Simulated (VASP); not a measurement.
## Ga2O3: single point with PBE

The system is Ga2O3.

```
Ga O
1.0
     2.52899    1.46011    4.54134
    -2.52899    1.46011    4.54134
     0.00000   -2.92022    4.54134
Ga O
4 6
Direct
  0.85584 0.85584 0.85584
  0.64416 0.64416 0.64416
  0.14416 0.14416 0.14416
  0.35584 0.35584 0.35584
  0.05309 0.44691 0.75000
  0.75000 0.05309 0.44691
  0.44691 0.75000 0.05309
  0.94691 0.55309 0.25000
  0.25000 0.94691 0.55309
  0.55309 0.25000 0.94691
```

```yaml
Program: VASP 6.6.1
Task: single point
Functional: PBE
Potentials_or_basis: VASP PAW PBE potentials, release 64 (Ga_d, O)
Cutoff: 520 eV
k_mesh: 9 × 9 × 9
Occupations: gaussian, width 0.02 eV
Spin: no spin polarisation
Dipole_correction: no
Further_INCAR_settings: ALGO = Normal; EDIFF = 1e-06; NBANDS = 55
```

* Pressure: 0.9 GPa
* Largest force: 0.012 eV/Å
* Band gap on the k mesh: 2.40 eV (least direct gap 2.62 eV)

Forces in eV/Å, atoms in the order of the input:
```
Ga   0.000  0.000  0.012
Ga   0.000  0.000 -0.012
Ga   0.000  0.000 -0.012
Ga   0.000  0.000  0.012
O    0.002  0.000  0.000
O   -0.001  0.002  0.000
O   -0.001 -0.002  0.000
O   -0.002  0.000  0.000
O    0.001 -0.002  0.000
O    0.001  0.002  0.000
```

Stress tensor (GPa, compression positive):
```
0.99 0.00 0.00
0.00 0.99 0.00
0.00 0.00 0.86
```

Levels at points of the mesh, in eV from the valence-band top:
```
           k point  band 42  band 43  band 44  band 45  band 46  band 47
(0.00, 0.00, 0.00)    -0.30    -0.22    -0.22     2.40     6.32     6.56
```

It took 13 min on 1 thread of Intel(R) Xeon(R) Platinum 8259CL CPU @ 2.50GHz (Skylake/Cascade Lake), on a shared host, peak memory 0.47 GiB.

Caveat: an odd mesh through Γ misses points on the zone boundary, where band edges can lie.
